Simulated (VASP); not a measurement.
A run of VASP 6.6.1 is set up as follows.

INCAR

```
SYSTEM = NaCl
ALGO = Normal
EDIFF = 1E-6
ENCUT = 520
GGA = PE
ISIF = 2
ISMEAR = -1
LASPH = .TRUE.
LCHARG = .FALSE.
LREAL = .FALSE.
LWAVE = .FALSE.
NBANDS = 14
NELM = 100
PREC = Accurate
SIGMA = 0.02
```

The input KPOINTS:

```
k-points
0
G
  8 8 8
  0 0 0
```

File POSCAR:

```
NaCl
1.0
    3.4595458649      0.0000000000      0.0000000000
    0.0000000000      3.4595458649      0.0000000000
    0.0000000000      0.0000000000      3.6290636123
Na Cl
1 1
Direct
    0.0000000000      0.0000000000      0.0000000000
    0.5000000000      0.5000000000      0.5000000000
```

Potentials or basis: VASP PAW PBE potentials, release 64 (Na_pv, Cl).

Run with:

```bash
$ cat potpaw_PBE.64/Na_pv/POTCAR potpaw_PBE.64/Cl/POTCAR > POTCAR
$ mpirun -np 1 vasp_std > vasp.out
```

(1) What does it give for the band gap on the k mesh?

(2) Predict the pressure.

Answers

(1) 3.81 eV, indirect (least direct gap 4.26 eV).

(2) -0.2 GPa.

Caveat: the cell differs from its parent crystal (uniaxial z strain +4.9%).
